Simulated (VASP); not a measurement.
Set up this calculation in VASP 6.6.1, as the native input.

| Quantity | Value |
| --- | --- |
| Task | single point |
| Functional | PBEsol |
| Potentials or basis | VASP PAW PBE potentials, release 64 (Mn_pv, S) |
| Cutoff | 520 eV |
| k mesh | 7 × 6 × 7 |
| Occupations | methfessel-paxton, width 0.1 eV |
| Spin | collinear spin, ferromagnetic start |
| Starting moments | [5.2, 0.0] μB |
| Hubbard terms | Mn d U = 2.9 eV, J = 0.9 eV |
| Dipole correction | no |
| LDAUTYPE | 1 |
| Hund's J | 0.9 |
| Further INCAR settings | ALGO = Normal; EDIFF = 1e-07; NBANDS = 20 |

The structure of MnS lies in POSCAR:

```
MnS
1.0
    3.0095500000      0.0539100000     -0.0023200000
    0.0539100000      3.0596700000      0.0029700000
   -0.0023200000      0.0029700000      3.0339900000
Mn S
1 1
Direct
    0.4919700000      0.4549900000      0.4945000000
    0.9918500000      0.0275700000      0.0065200000
```

The input as run:

INCAR

```
ALGO = Normal
EDIFF = 1E-7
ENCUT = 520
GGA = PS
ISIF = 2
ISMEAR = 1
ISPIN = 2
LASPH = T
LCHARG = F
LDAU = T
LDAUJ = 0.9 0
LDAUL = 2 -1
LDAUPRINT = 1
LDAUTYPE = 1
LDAUU = 2.9 0
LMAXMIX = 4
LORBIT = 11
LREAL = F
LWAVE = F
MAGMOM = 5.2 0
NBANDS = 20
NELM = 150
PREC = Accurate
SIGMA = 0.1
```

KPOINTS

```
k-points
0
Gamma
  7 6 7
```

Potentials or basis: VASP PAW PBE potentials, release 64 (Mn_pv, S).

Launch:

```sh
$ cat potpaw_PBE.64/Mn_pv/POTCAR potpaw_PBE.64/S/POTCAR > POTCAR
$ mpirun -np 1 vasp_std > vasp.out
```

It gave:

The pressure is 11.1 GPa. The largest force is 0.414 eV/Å, the net moment is 4.14 μB per cell and the site moments are Mn +4.00; S -0.03 μB. The valence electrons inside the program's atomic spheres are Mn 11.48; S 3.71.

Caveat: the cell stands under pressure; the PAW data sets were made with another functional, which shifts forces and pressure a little; a cell with one magnetic atom can't hold antiferromagnetic order, which such compounds often take.

Run time: 70 s on 1 thread of AMD EPYC 9R45 96-Core Processor (Zen 5), with other jobs on the host, peak memory 0.21 GiB.
